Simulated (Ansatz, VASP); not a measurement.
# One calculation of SnGe3Se4, two programs

```xyz
8
Lattice="4.0610 0.0000 0.0000 0.0000 5.7573 0.0000 0.0000 0.0000 8.1650" Properties=species:S:1:pos:R:3 pbc="T T T"
Sn    2.0305    2.8786    0.0000
Ge    0.0000    0.0000    6.0851
Ge    0.0000    0.0000    2.0798
Ge    2.0305    2.8786    4.0825
Se    0.0000    2.8786    6.0206
Se    2.0305    0.0000    0.0000
Se    0.0000    2.8786    2.1444
Se    2.0305    0.0000    4.0825
```

Alike in both runs: functional PBE; k mesh 4 × 4 × 2; occupations gaussian, width 0.1 eV; no spin polarisation.

Ansatz relaxed the structure, and its values are those at the end. VASP's run is a single point on that final structure, the one shown.

|  | VASP | Ansatz |
| --- | --- | --- |
| version | VASP 6.6.1 | Ansatz 0.2.0 |
| potentials or method | VASP PAW PBE potentials, release 64 (Sn_d, Ge_d, Se), cutoff 520 eV | scalar-relativistic, plane waves, PAW |
| valence electrons in the cell | 80 | 120 |

|  | VASP | Ansatz | Ansatz less VASP |
| --- | --- | --- | --- |
| gap on the k mesh at the Fermi level (eV) | none | none | - |
| pressure (GPa) | 0.0 | 0.0 | 0.00 |

A gap of «none» marks a metal or a gap that the smearing closes. VASP's potentials hold 80 valence electrons a cell and Ansatz's 120, so a difference there can come from the potentials and not from the codes.

The k mesh is coarse, so the values compare programs but aren't converged.
